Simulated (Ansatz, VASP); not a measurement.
## Be2C in VASP and in Ansatz

Contents of POSCAR:

```
Be2C
1.0
    0.0000000000      2.1604856744      2.1604856744
    2.1604856744      0.0000000000      2.1604856744
    2.1604856744      2.1604856744      0.0000000000
Be C
2 1
Direct
    0.7500000000      0.7500000000      0.7500000000
    0.2500000000      0.2500000000      0.2500000000
    0.0000000000      0.0000000000      0.0000000000
```

INCAR.step1

```
PREC     = Accurate       # precision mode
ENCUT    = 520            # plane-wave cutoff, eV
EDIFF    = 1E-5           # SCF threshold, eV
ISMEAR   = 0              # smearing method
SIGMA    = 0.01           # smearing width, eV
LREAL    = False          # projectors in reciprocal space
LASPH    = True           # aspherical terms in the spheres
NELM     = 120            # most SCF steps
ALGO     = Normal         # electronic algorithm
ISIF     = 2              # what is computed and relaxed
LWAVE    = True           # write WAVECAR
LCHARG   = False          # write CHGCAR
GGA      = PE             # functional
NBANDS   = 11             # bands
GGA_COMPAT= False
```

The input INCAR.step2:

```
PREC     = Accurate       # precision mode
ENCUT    = 520            # plane-wave cutoff, eV
EDIFF    = 1E-6           # SCF threshold, eV
ISMEAR   = 0              # smearing method
SIGMA    = 0.01           # smearing width, eV
LREAL    = False          # projectors in reciprocal space
LASPH    = True           # aspherical terms in the spheres
NELM     = 120            # most SCF steps
ALGO     = Normal         # electronic algorithm
ISIF     = 2              # what is computed and relaxed
LWAVE    = False          # write WAVECAR
LCHARG   = False          # write CHGCAR
GGA      = PE             # functional
LHFCALC  = True           # exact exchange
HFSCREEN = 0.2079         # screening, 1/A
PRECFOCK = Normal       
ISTART   = 1            
NBANDS   = 11             # bands
GGA_COMPAT= False
```

KPOINTS

```
regular mesh
0
Gamma
  4 4 4
```

Input for Ansatz:

```yaml
crystal:
  lattice:
    - [0.0, 2.1604856744, 2.1604856744]
    - [2.1604856744, 0.0, 2.1604856744]
    - [2.1604856744, 2.1604856744, 0.0]
  atoms:
    - { symbol: Be, position: [0.75, 0.75, 0.75] }
    - { symbol: Be, position: [0.25, 0.25, 0.25] }
    - { symbol: C, position: [0.0, 0.0, 0.0] }
kpoints:
  mp_grid: { grid: [4, 4, 4] }
hamiltonian:
  xc: hse06
scf:
  occupations: { method: fixed }
  n_extra_bands: 4
output:
  forces: true
  stress: true
  eigenvalues: true
```

Alike in both runs: task single point; functional HSE06; k mesh 4 × 4 × 4; no spin polarisation.

|  | VASP | Ansatz |
| --- | --- | --- |
| version | VASP 6.6.1 | Ansatz 0.2.0 |
| potentials or method | VASP PAW PBE potentials, release 64 (Be, C) | plane waves, PAW |
| plane-wave cutoff (eV) | 520 | 420 |
| occupations | gaussian, width 0.01 eV | fixed |
| valence electrons in the cell | 8 | 8 |

Ansatz gave:

```
gap on the k mesh at the Fermi level (eV) : 1.92
pressure (GPa)                            : -2.1
```

Q: Which values does VASP return?

A: gap on the k mesh at the Fermi level (eV): 1.92; pressure (GPa): -1.9.

Ansatz's warnings: stress exchange threshold loose, stress scf threshold loose.

The k mesh is coarse, so the values compare programs but aren't converged.
